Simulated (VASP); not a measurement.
Input of a VASP 6.6.1 run:

The input INCAR:

```
PREC = Accurate
ENCUT = 520
EDIFF = 1E-6
ISMEAR = 0
SIGMA = 0.05
LREAL = F
LASPH = T
NELM = 100
ALGO = Normal
ISIF = 2
LWAVE = F
LCHARG = F
GGA = PE
NBANDS = 18
```

KPOINTS

```
regular mesh
0
Gamma
  8 8 8
```

File POSCAR:

```
HfO2
1.0
   -0.2699868843      2.4298819591      2.4298819591
    2.4298819591     -0.2699868843      2.4298819591
    2.4298819591      2.4298819591     -0.2699868843
Hf O
1 2
Direct
    0.0000000000      0.0000000000      0.0000000000
    0.2500000000      0.2500000000      0.2500000000
    0.7500000000      0.7500000000      0.7500000000
```

Potentials or basis: VASP PAW PBE potentials, release 64 (Hf_pv, O).

Launch:

```console
$ cat potpaw_PBE.64/Hf_pv/POTCAR potpaw_PBE.64/O/POTCAR > POTCAR
$ mpirun -np 1 vasp_std > vasp.out
```

Question: What does it give for the largest force?

Answer: 2.223 eV/Å.

Question: Estimate the pressure.

Answer: 3.5 GPa.

Question: What does it give for the band gap on the k mesh?

Answer: 3.99 eV.

Forces in eV/Å, atoms in the order of the input:
```
Hf   0.000  0.000  0.000
O    1.283  1.283  1.283
O   -1.283 -1.283 -1.283
```

Caveat: the cell stands under pressure; spin-orbit coupling is left out, which moves the levels of the heavy elements; forces of over 1 eV/Å act on the atoms, so gaps and moduli don't describe the material at rest. A k mesh can miss the band edges.
